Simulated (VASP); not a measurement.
Set up this calculation in VASP 6.6.1, as the native input.

```yaml
Task: single point
Functional: PBEsol
Potentials_or_basis: VASP PAW PBE potentials, release 64 (Ta_pv, C)
Cutoff: 520 eV
k_mesh: 18 × 18 × 10
Occupations: gaussian, width 0.15 eV
Spin: no spin polarisation
Dipole_correction: no
Further_INCAR_settings: ALGO = Normal; EDIFF = 1e-07; NBANDS = 20
```

The structure of Ta2C lies in POSCAR:

```
Ta2C
1.0
    3.0953007044      0.0000000000      0.0000000000
   -1.5476503522      2.6806090424      0.0000000000
    0.0000000000      0.0000000000      4.6750262656
Ta C
2 1
Direct
    0.3333333333      0.6666666667      0.2528761934
    0.6666666667      0.3333333333      0.7471238066
    0.0000000000      0.0000000000      0.0000000000
```

This cell differs from its parent crystal: strain +0.000 along x and y, -0.050 along z.

The input as run:

INCAR

```
  PREC = Accurate
  ENCUT = 520
  EDIFF = 1E-7
  ISMEAR = 0
  SIGMA = 0.15
  LREAL = F
  LASPH = T
  NELM = 80
  ALGO = Normal
  ISIF = 2
  LWAVE = F
  LCHARG = T
  GGA = PS
  LELF = T
  LVHAR = T
  NBANDS = 20
```

KPOINTS

```
regular mesh
0
Gamma
  18 18 10
```

Potentials or basis: VASP PAW PBE potentials, release 64 (Ta_pv, C).

Command:

```bash
$ cat potpaw_PBE.64/Ta_pv/POTCAR potpaw_PBE.64/C/POTCAR > POTCAR
$ mpirun -np 1 vasp_std > vasp.out
```

It gave:

| Quantity | Value |
| --- | --- |
| Pressure | 18.0 GPa |
| Largest force | 0.587 eV/Å |
| Band gap on the k mesh | zero (bands 13 and 14 overlap by 1.11 eV) |

Caveat: the cell differs from its parent crystal (strain +0.000 along x and y, -0.050 along z); the stress differs along the axes, from 11 to 32 GPa; the PAW data sets were made with another functional, which shifts forces and pressure a little; spin-orbit coupling is left out, which moves the levels of the heavy elements.

Run time: 4.1 min on 1 thread of Intel(R) Xeon(R) Platinum 8259CL CPU @ 2.50GHz (Skylake/Cascade Lake) (shared host), peak memory 0.33 GiB.
